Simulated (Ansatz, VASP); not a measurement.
## One calculation of S, two programs

```xyz
9
Lattice="7.5651 0.0000 0.0000 -3.7826 6.5516 0.0000 0.0000 0.0000 4.3639" Properties=species:S:1:pos:R:3 pbc="T T T"
S     0.4262    0.7381    2.1819
S     0.8438    4.4254    3.3318
S     3.4106    2.9435    1.0321
S     6.7128    0.0000    0.7273
S    -0.3720    3.6081    0.4226
S    -0.4719    5.0697    1.8772
S     3.3107    1.4819    3.9413
S     4.6264    2.1262    2.4867
S    -3.3564    5.8135    3.6366
```

Alike in both runs: functional PBEsol; k mesh 6 × 6 × 6; occupations gaussian, width 0.02 eV; no spin polarisation.

Ansatz relaxed the structure, and its values are those at the end. VASP's run is a single point on that final structure, the one shown.

|  | VASP | Ansatz |
| --- | --- | --- |
| version | VASP 6.6.1 | Ansatz 0.2.0 |
| potentials or method | VASP PAW PBE potentials, release 64 (S), cutoff 520 eV | scalar-relativistic, plane waves, PAW |
| valence electrons in the cell | 54 | 54 |

```tsv
	VASP	Ansatz	Ansatz less VASP
gap on the k mesh at the Fermi level (eV)	1.91	1.86	-0.058
least direct gap on the mesh (eV)	2.01	1.95	-0.057
pressure (GPa)	-0.4	0.0	+0.38
rms of the force components (eV/Å)	0.054	0.001	-0.0529
```

VASP's potentials were made for PBE, not for PBEsol.
